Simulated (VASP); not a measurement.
A run of VASP 6.6.1:

Contents of INCAR:

```
SYSTEM = Rh
AGGAC    = 1.0          
AGGAX    = 1.0          
ALDAC    = 0.0          
ALDAX    = 1.0          
ALGO     = Normal         ! electronic algorithm
EDIFF    = 1E-6           ! SCF threshold, eV
ENCUT    = 520            ! plane-wave cutoff, eV
GGA      = B5             ! functional
ISIF     = 2              ! what is computed and relaxed
ISMEAR   = -1             ! smearing method
ISPIN    = 2              ! spin polarisation
LASPH    = .True.         ! aspherical terms in the spheres
LCHARG   = .True.         ! write CHGCAR
LELF     = .True.         ! ELF
LMAXMIX  = 4              ! l up to which the mixer works
LORBIT   = 11             ! projections on sites
LREAL    = .False.        ! projectors in reciprocal space
LVHAR    = .True.       
LWAVE    = .False.        ! write WAVECAR
MAGMOM   = 1              ! initial moments
NBANDS   = 18             ! bands
NELM     = 150            ! most SCF steps
PREC     = Accurate       ! precision mode
SIGMA    = 0.05           ! smearing width, eV
```

KPOINTS

```
k-points
0
Gamma
  14 14 14
  0 0 0
```

Contents of POSCAR:

```
Rh
1.0
    0.0000000000      1.9497196818      1.9497196818
    1.9497196818      0.0000000000      1.9497196818
    1.9497196818      1.9497196818      0.0000000000
Rh
1
Direct
    0.0000000000      0.0000000000      0.0000000000
```

Potentials or basis: VASP PAW PBE potentials, release 64 (Rh_pv).

The run is started by

```console
$ cat potpaw_PBE.64/Rh_pv/POTCAR > POTCAR
$ mpirun -np 1 vasp_std > vasp.out
```

Hardware: 1 thread of Intel Xeon 6975P-C, with other jobs on the host.

How long does it take, and how much memory?

It took 49 s on 1 thread of Intel Xeon 6975P-C (shared host), peak memory 0.18 GiB. Counts: scf iterations 13, k points 104.
